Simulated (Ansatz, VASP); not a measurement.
# Si in VASP and in Ansatz

File POSCAR:

```
Si
1.0
    3.8321167912      0.0000000000      0.0000000000
   -1.9160583956      3.3187104915      0.0000000000
    0.0000000000      0.0000000000      6.3412386945
Si
4
Direct
    0.3333333333      0.6666666667      0.0630612449
    0.6666666667      0.3333333333      0.5630612449
    0.3333333333      0.6666666667      0.4369387551
    0.6666666667      0.3333333333      0.9369387551
```

The input INCAR.step1:

```
PREC     = Accurate       # precision mode
ENCUT    = 520            # plane-wave cutoff, eV
ISMEAR   = 0              # smearing method
SIGMA    = 0.01           # smearing width, eV
LREAL    = F              # projectors in reciprocal space
LASPH    = T              # aspherical terms in the spheres
NELM     = 100            # most SCF steps
NBANDS   = 16             # bands
GGA      = PE             # functional
ALGO     = Normal         # electronic algorithm
EDIFF    = 1E-4           # SCF threshold, eV
LWAVE    = T              # write WAVECAR
LCHARG   = F              # write CHGCAR
```

Contents of INCAR.step2:

```
PREC     = Accurate       # precision mode
ENCUT    = 520            # plane-wave cutoff, eV
EDIFF    = 1E-6           # SCF threshold, eV
ISMEAR   = 0              # smearing method
SIGMA    = 0.01           # smearing width, eV
LREAL    = F              # projectors in reciprocal space
LASPH    = T              # aspherical terms in the spheres
NELM     = 100            # most SCF steps
ALGO     = Normal         # electronic algorithm
ISIF     = 2              # what is computed and relaxed
LWAVE    = F              # write WAVECAR
LCHARG   = F              # write CHGCAR
METAGGA  = R2SCAN         # meta-GGA
LMIXTAU  = T            
NBANDS   = 16             # bands
ISTART   = 1
```

Contents of KPOINTS:

```
Automatic mesh
0
Gamma
  12 12 4
```

Input for Ansatz:

```yaml
crystal:
  lattice:
    - [3.8321167912, 0.0, 0.0]
    - [-1.9160583956, 3.3187104915, 0.0]
    - [0.0, 0.0, 6.3412386945]
  atoms:
    - { symbol: Si, position: [0.3333333333, 0.6666666667, 0.0630612449] }
    - { symbol: Si, position: [0.6666666667, 0.3333333333, 0.5630612449] }
    - { symbol: Si, position: [0.3333333333, 0.6666666667, 0.4369387551] }
    - { symbol: Si, position: [0.6666666667, 0.3333333333, 0.9369387551] }
kpoints:
  mp_grid: { grid: [12, 12, 4] }
  band_path:
    path:
      - [0.0, 0.0, 0.0]
      - [0.5, 0.0, 0.0]
      - [0.3333333333, 0.3333333333, 0.0]
      - [0.0, 0.0, 0.5]
      - [0.5, 0.0, 0.5]
      - [0.3333333333, 0.3333333333, 0.5]
      - [0.0, 0.5, 0.0]
    npoints: 1
hamiltonian:
  xc: r2scan
scf:
  occupations: { method: fixed }
  n_extra_bands: 5
output:
  forces: true
  stress: true
  eigenvalues: true
```

Alike in both runs: task single point; functional r2SCAN; k mesh 12 × 12 × 4; no spin polarisation.

```csv
,VASP,Ansatz
version,VASP 6.6.1,Ansatz 0.2.0
potentials or method,"VASP PAW PBE potentials, release 64 (Si)","plane waves, PAW"
plane-wave cutoff (eV),520,500
occupations,"gaussian, width 0.01 eV",fixed
valence electrons in the cell,16,16
```

Ansatz gave:

| Quantity | Value |
| --- | --- |
| gap on the k mesh at the Fermi level (eV) | 0.61 |
| pressure (GPa) | 0.0 |

Problem. Estimate VASP's values.

Solution. gap on the k mesh at the Fermi level (eV): 0.62; pressure (GPa): -0.2.

VASP's potentials were made for PBE, not for r2SCAN.
